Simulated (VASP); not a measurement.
# Ge3Pd (Pm-3m) in VASP: notebook

Ge3Pd is run at these levels: LDA; tasks: single point.

Program: VASP 6.6.1. These are calculated values, not measurements. Logs are shortened: lines on timing, memory, paths and dates and some standing lists are left out, and cuts for length are marked.

### Step 1. The cell of the first run

It takes space group Pm-3m (No. 221, cubic). The conventional cell has a = 4.086 Å, b = 4.086 Å, c = 4.086 Å, α = 90.00°, β = 90.00°, γ = 90.00°. Ge (site symmetry 4/mmm) has 8 Ge at 2.89 Å and 4 Pd at 2.89 Å within 3.8 Å. Within 3.8 Å of Pd (site symmetry m-3m) lie 12 Ge at 2.89 Å.

### Step 2. Single point, LDA

INCAR

```
SYSTEM = Ge3Pd
PREC = Accurate
ENCUT = 520
EDIFF = 1E-6
ISMEAR = -1
SIGMA = 0.1
LREAL = .False.
LASPH = .True.
NELM = 100
ALGO = Normal
ISIF = 2
LWAVE = .False.
LCHARG = .True.
LELF = .True.
LVHAR = .True.
NBANDS = 34
```

KPOINTS

```
Automatic mesh
0
Gamma
  6 6 6
  0 0 0
```

POSCAR

```
Ge3Pd
1.0
    4.0860428539      0.0000000000      0.0000000000
    0.0000000000      4.0860428539      0.0000000000
    0.0000000000      0.0000000000      4.0860428539
Ge Pd
3 1
Direct
    0.0000000000      0.5000000000      0.5000000000
    0.5000000000      0.0000000000      0.5000000000
    0.5000000000      0.5000000000      0.0000000000
    0.0000000000      0.0000000000      0.0000000000
```

Potentials or basis: VASP PAW LDA potentials, release 64 (Ge_d, Pd).

Run with:

```bash
$ cat potpaw_LDA.64/Ge_d/POTCAR potpaw_LDA.64/Pd/POTCAR > POTCAR
$ mpirun -np 1 vasp_std > vasp.out
```

OUTCAR:

```text
SYSTEM = Ge3Pd
   PREC = Accurate
   ENCUT = 520
   EDIFF = 1E-6
   ISMEAR = -1
   LREAL = .False.
   LASPH = .True.
   NELM = 100
   ISIF = 2

 ion  position               nearest neighbor table
   1  0.000  0.500  0.500-   2 2.89   3 2.89   4 2.89   3 2.89   4 2.89   2 2.89   4 2.89   4 2.89
                             2 2.89   3 2.89   3 2.89   2 2.89
   2  0.500  0.000  0.500-   1 2.89   3 2.89   4 2.89   3 2.89   4 2.89   1 2.89   3 2.89   3 2.89
                             1 2.89   4 2.89   4 2.89   1 2.89
   3  0.500  0.500  0.000-   1 2.89   2 2.89   4 2.89   1 2.89   2 2.89   2 2.89   4 2.89   2 2.89
                             1 2.89   4 2.89   1 2.89   4 2.89
   4  0.000  0.000  0.000-   1 2.89   2 2.89   3 2.89   1 2.89   2 2.89   1 2.89   3 2.89   1 2.89
                             2 2.89   3 2.89   2 2.89   3 2.89

  LATTYP: Found a simple cubic cell.
 ALAT       =     4.0860428539

  Lattice vectors:

 A1 = (   4.0860428539,   0.0000000000,   0.0000000000)
 A2 = (   0.0000000000,   4.0860428539,   0.0000000000)
 A3 = (   0.0000000000,   0.0000000000,   4.0860428539)

Analysis of symmetry for initial positions (statically):
=====================================================================
 Subroutine PRICEL returns:
 Original cell was already a primitive cell.

 Routine SETGRP: Setting up the symmetry group for a
 simple cubic supercell.

 Subroutine GETGRP returns: Found 48 space group operations
 (whereof 48 operations were pure point group operations)
 out of a pool of 48 trial point group operations.

The static configuration has the point symmetry O_h .

Analysis of symmetry for dynamics (positions and initial velocities):
=====================================================================
 Subroutine PRICEL returns:
 Original cell was already a primitive cell.

 Routine SETGRP: Setting up the symmetry group for a
 simple cubic supercell.

 Subroutine GETGRP returns: Found 48 space group operations
 (whereof 48 operations were pure point group operations)
 out of a pool of 48 trial point group operations.

The dynamic configuration has the point symmetry O_h .

 Subroutine INISYM returns: Found 48 space group operations
 (whereof 48 operations are pure point group operations),
 and found     1 'primitive' translations

----------------------------------------------------------------------------------------

                                     Primitive cell

  volume of cell :      68.2195

  direct lattice vectors                    reciprocal lattice vectors
     4.086042854  0.000000000  0.000000000     0.244735563  0.000000000  0.000000000
     0.000000000  4.086042854  0.000000000     0.000000000  0.244735563  0.000000000
     0.000000000  0.000000000  4.086042854     0.000000000  0.000000000  0.244735563

  length of vectors
     4.086042854  4.086042854  4.086042854     0.244735563  0.244735563  0.244735563

  position of ions in fractional coordinates (direct lattice)
     0.000000000  0.500000000  0.500000000
     0.500000000  0.000000000  0.500000000
     0.500000000  0.500000000  0.000000000
     0.000000000  0.000000000  0.000000000

  ion indices of the primitive-cell ions
   primitive index   ion index
                 1           1
                 2           2
                 3           3
                 4           4

----------------------------------------------------------------------------------------

 KPOINTS: Automatic mesh

Automatic generation of k-mesh.
 Grid dimensions read from file:
 generate k-points for:    6    6    6

 Generating k-lattice:

  Cartesian coordinates                     Fractional coordinates (reciprocal lattice)
     0.040789261  0.000000000  0.000000000     0.166666667  0.000000000  0.000000000
     0.000000000  0.040789261  0.000000000     0.000000000  0.166666667  0.000000000
     0.000000000  0.000000000  0.040789261     0.000000000  0.000000000  0.166666667

  Length of vectors
     0.040789261  0.040789261  0.040789261

  Shift w.r.t. Gamma in fractional coordinates (k-lattice)
     0.000000000  0.000000000  0.000000000

 Subroutine IBZKPT returns following result:
 ===========================================

 Found     20 irreducible k-points:

 Following reciprocal coordinates:
            Coordinates               Weight
  0.000000  0.000000  0.000000      1.000000
  0.166667  0.000000  0.000000      6.000000
  0.333333  0.000000  0.000000      6.000000
  0.500000  0.000000  0.000000      3.000000
  0.166667  0.166667  0.000000     12.000000
  0.333333  0.166667  0.000000     24.000000
[... 12 lines left out ...]
  0.500000  0.500000  0.333333      6.000000
  0.500000  0.500000  0.500000      1.000000
   k-points           NKPTS =     20   k-points in BZ     NKDIM =     20   number of bands    NBANDS=     34
   number of dos      NEDOS =    301   number of ions     NIONS =      4
   total plane-waves  NPLWV =  27000
   dimension x,y,z NGX =    30 NGY =   30 NGZ =   30
   dimension x,y,z NGXF=    60 NGYF=   60 NGZF=   60
   ions per type =               3   1
   NGX,Y,Z   is equivalent  to a cutoff of  12.21, 12.21, 12.21 a.u.
   NGXF,Y,Z  is equivalent  to a cutoff of  24.41, 24.41, 24.41 a.u.
 SYSTEM =  Ge3Pd
   PREC   = accura    normal or accurate (medium, high low for compatibility)
   ISTART =      0    job   : 0-new  1-cont  2-samecut
   ICHARG =      2    charge: 1-file 2-atom 10-const
   ISPIN  =      1    spin polarized calculation?
   LNONCOLLINEAR =      F non collinear calculations
   LSORBIT =      F    spin-orbit coupling
   LASPH  =      T    aspherical Exc in radial PAW
   ENCUT  =  520.0 eV  38.22 Ry    6.18 a.u.   7.60  7.60  7.60*2*pi/ulx,y,z
   NELM   =    100;   NELMIN=  2; NELMDL= -5     # of ELM steps
   EDIFF  = 0.1E-05   stopping-criterion for ELM
   LREAL  =      F    real-space projection
   EDIFFG = 0.1E-04   stopping-criterion for IOM
   NSW    =      0    number of steps for IOM
   IBRION =     -1    ionic relax: 0-MD 1-quasi-New 2-CG
   NFREE  =      0    steps in history (QN), initial steepest desc. (CG)
   ISIF   =      2    stress and relaxation
   ISYM   =      2    0-nonsym 1-usesym 2-fastsym
   POTIM  = 0.5000    time-step for ionic-motion
   TEBEG  =    0.0;   TEEND  =   0.0 temperature during run
   PSTRESS=    0.0 pullay stress
   NELECT =      52.0000    total number of electrons
   NUPDOWN=      -1.0000    fix difference up-down
   EMIN   =  10.00;   EMAX   =-10.00  energy-range for DOS
   EFERMI =   0.00;   METHOD = LEGACY
   ISMEAR =    -1;   SIGMA  =   0.10  broadening in eV -4-tet -1-fermi 0-gaus
   EFERMI_NEDOS =   21; number of points for ismear=-14 and -15
   IALGO  =     38    algorithm
   IMIX   =      4    mixing-type and parameters
     AMIX     =   0.40;   BMIX     =  1.00
     AMIX_MAG =   1.60;   BMIX_MAG =  1.00
  volume/ion in A,a.u.               =      17.05       115.09
  Fermi-wavevector in a.u.,A,eV,Ry     =   1.495454  2.825998 30.427829  2.236382
  Thomas-Fermi vector in A             =   2.607597
   LORBIT       =      0    0 simple, 1 ext, 2 COOP (PROOUT), +10 PAW based schemes
   GGA     = CA    functional components
   LHFCALC =     F    Hartree Fock is set to
   AEXX    =    0.0000 exact exchange contribution
   IVDW    =     0    specifies the selected vdW correction
   LEPSILON=     F    determine dielectric tensor
   LRPA    =     F    only Hartree local field effects (RPA)
 non-spin polarized calculation
  energy-cutoff  :      520.00
  volume of cell :       68.22
 maximum number of plane-waves:      1856
   NGX = 15   NGY = 15   NGZ = 15

 number of electron      51.9999965 magnetization

 Free energy of the ion-electron system (eV)
  ---------------------------------------------------
  ext. energy  EPLUGINS =         0.00000000
  ---------------------------------------------------
  free energy    TOTEN  =       -21.80009647 eV

  energy without entropy =      -21.72690638  energy(sigma->0) =      -21.76350143

 E-fermi :   7.7652     XC(G=0): -12.2245

 val. band max:        7.7509726534   @ k =   0.5000   0.0000   0.0000
 cond. band min:       7.7663953133   @ k =   0.5000   0.1667   0.0000
 fundamental gap:      0.0154226599
 Fermi energy:         7.7651950169

 k-point     1 :       0.0000    0.0000    0.0000
  band No.  band energies     occupation
      1     -17.0734      2.00000
      2     -17.0734      2.00000
      3     -17.0734      2.00000
      4     -17.0625      2.00000
      5     -17.0001      2.00000
      6     -17.0001      2.00000
[... 26 lines left out ...]
     33      13.5081      0.00000
     34      17.0285      0.00000

 k-point     2 :       0.1667    0.0000    0.0000
  band No.  band energies     occupation
      1     -17.0717      2.00000
      2     -17.0614      2.00000
      3     -17.0614      2.00000
      4     -17.0543      2.00000
      5     -16.9989      2.00000
      6     -16.9930      2.00000
[... 26 lines left out ...]
     33      12.8963      0.00000
     34      17.0089      0.00000

 k-point     3 :       0.3333    0.0000    0.0000
  band No.  band energies     occupation
      1     -17.0680      2.00000
      2     -17.0340      2.00000
      3     -17.0282      2.00000
      4     -17.0282      2.00000
      5     -16.9959      2.00000
      6     -16.9751      2.00000
[... 26 lines left out ...]
     33      13.2473      0.00000
     34      16.9656      0.00000

 k-point     4 :       0.5000    0.0000    0.0000
  band No.  band energies     occupation
      1     -17.0660      2.00000
      2     -17.0196      2.00000
      3     -16.9928      2.00000
      4     -16.9887      2.00000
      5     -16.9887      2.00000
      6     -16.9755      2.00000
[... 26 lines left out ...]
     33      15.6087      0.00000
     34      16.2538      0.00000

 k-point     5 :       0.1667    0.1667    0.0000
  band No.  band energies     occupation
      1     -17.0630      2.00000
      2     -17.0565      2.00000
      3     -17.0556      2.00000
      4     -17.0435      2.00000
      5     -16.9951      2.00000
      6     -16.9881      2.00000
[... 473 lines left out ...]
 k-point    18 :       0.5000    0.3333    0.3333
  band No.  band energies     occupation
      1     -17.0319      2.00000
      2     -17.0198      2.00000
      3     -17.0134      2.00000
      4     -17.0132      2.00000
      5     -17.0091      2.00000
      6     -17.0004      2.00000
[... 26 lines left out ...]
     33      14.9212      0.00000
     34      18.5446      0.00000

 k-point    19 :       0.5000    0.5000    0.3333
  band No.  band energies     occupation
      1     -17.0247      2.00000
      2     -17.0247      2.00000
      3     -17.0240      2.00000
      4     -17.0101      2.00000
      5     -17.0101      2.00000
      6     -17.0059      2.00000
[... 26 lines left out ...]
     33      15.6455      0.00000
     34      19.5841      0.00000

 k-point    20 :       0.5000    0.5000    0.5000
  band No.  band energies     occupation
      1     -17.0288      2.00000
      2     -17.0288      2.00000
      3     -17.0288      2.00000
      4     -17.0132      2.00000
      5     -17.0132      2.00000
      6     -17.0132      2.00000
[... 26 lines left out ...]
     33      15.5291      0.00000
     34      21.3167      0.00000

------------------------ aborting loop because EDIFF is reached ----------------------------------------

  FORCE on cell =-STRESS in cart. coord.  units (eV):
  Direction    XX          YY          ZZ          XY          YZ          ZX
  --------------------------------------------------------------------------------------
  -------------------------------------------------------------------------------------
  Total       -1.1890820     -1.1890820     -1.1890820      0.0000000     -0.0000000      0.0000000
  in kB      -27.9263150    -27.9263150    -27.9263150      0.0000000     -0.0000000      0.0000000
  external PRESSURE =     -27.9263150 kB  Pullay stress =       0.0000000 kB

 VOLUME and BASIS-vectors are now :
 -----------------------------------------------------------------------------
  energy-cutoff  :      520.00
  volume of cell :       68.22
      direct lattice vectors                 reciprocal lattice vectors
     4.086042854  0.000000000  0.000000000     0.244735563  0.000000000  0.000000000
     0.000000000  4.086042854  0.000000000     0.000000000  0.244735563  0.000000000
     0.000000000  0.000000000  4.086042854     0.000000000  0.000000000  0.244735563

 POSITION                                       TOTAL-FORCE (eV/Angst)
 -----------------------------------------------------------------------------------
      0.00000      2.04302      2.04302         0.000000      0.000000      0.000000
      2.04302      0.00000      2.04302         0.000000      0.000000      0.000000
      2.04302      2.04302      0.00000         0.000000      0.000000      0.000000
      0.00000      0.00000      0.00000         0.000000      0.000000      0.000000
 -----------------------------------------------------------------------------------
    total drift:                                0.000000      0.000000     -0.000000

  FREE ENERGIE OF THE ION-ELECTRON SYSTEM (eV)
  ---------------------------------------------------
  free  energy   TOTEN  =       -21.8000964718 eV

  energy  without entropy=      -21.7269063841  energy(sigma->0) =      -21.76350143
```

Run time: 35 s. Hardware: 1 thread of Intel Xeon Platinum 8259CL at 2.50GHz (Skylake/Cascade Lake), shared host; peak memory 0.17 GiB.

What came out:

```
Free energy            : -21.8001 eV
Pressure               : -2.8 GPa
Band gap on the k mesh : zero (band 26 reaches 7.85 eV, above the bottom of band 27 at 6.14 eV)
```

Levels at points of the mesh, in eV from the Fermi level:
```
           k point  band 23  band 24  band 25  band 26  band 27  band 28  band 29  band 30
(0.00, 0.00, 0.00)    -2.81    -2.81    -1.56    -1.56     0.83     3.04     3.04     3.04
(0.50, 0.00, 0.00)    -2.53    -0.34    -0.34    -0.01    -0.01     0.43     0.84     2.83
(0.50, 0.50, 0.00)    -2.22    -2.18    -0.06     0.08     1.02     1.02     2.56     2.56
(0.50, 0.50, 0.50)    -2.42    -2.42    -1.63    -1.63    -1.63    -0.40     7.68     7.68
```

### Step 3. Single point, LDA

This run uses another cell than the first one, of 17.77 Å³/atom, 1.042 times its volume.

INCAR

```
  PREC = Accurate
  ENCUT = 520
  EDIFF = 1E-6
  ISMEAR = -1
  SIGMA = 0.1
  LREAL = False
  LASPH = True
  NELM = 80
  ALGO = Normal
  ISIF = 2
  LWAVE = False
  LCHARG = False
  NBANDS = 34
```

KPOINTS

```
regular mesh
0
Gamma
  6 6 6
```

POSCAR

```
Ge3Pd
1.0
    4.1420230000      0.0000000000      0.0000000000
    0.0000000000      4.1420230000      0.0000000000
    0.0000000000      0.0000000000      4.1420230000
Ge Pd
3 1
Direct
    0.0000000000      0.5000000000      0.5000000000
    0.5000000000      0.0000000000      0.5000000000
    0.5000000000      0.5000000000      0.0000000000
    0.0000000000      0.0000000000      0.0000000000
```

Potentials or basis: VASP PAW LDA potentials, release 64 (Ge_d, Pd).

Run with:

```bash
$ cat potpaw_LDA.64/Ge_d/POTCAR potpaw_LDA.64/Pd/POTCAR > POTCAR
$ mpirun -np 1 vasp_std > vasp.out
```

Run time: 31 s. Hardware: 1 thread of Intel Xeon Platinum 8259CL at 2.50GHz (Skylake/Cascade Lake), shared host; peak memory 0.18 GiB.

It converged, with:

```yaml
Free_energy: -21.7161 eV
Pressure: -6.3 GPa
Band_gap_on_the_k_mesh: zero (band 26 reaches 7.39 eV, above the bottom of band 27 at 5.66 eV)
```

Levels at points of the mesh, in eV from the Fermi level:
```csv
k point,band 24,band 25,band 26,band 27,band 28,band 29
"(0.00, 0.00, 0.00)",-2.66,-1.59,-1.59,0.87,2.98,2.98
"(0.50, 0.00, 0.00)",-0.27,-0.27,0.00,0.00,0.28,0.89
"(0.50, 0.50, 0.00)",-2.06,-0.17,0.14,0.96,0.96,2.47
"(0.50, 0.50, 0.50)",-2.29,-1.59,-1.59,-1.59,-0.33,7.37
```

(Part 1 of 2 ends here.)
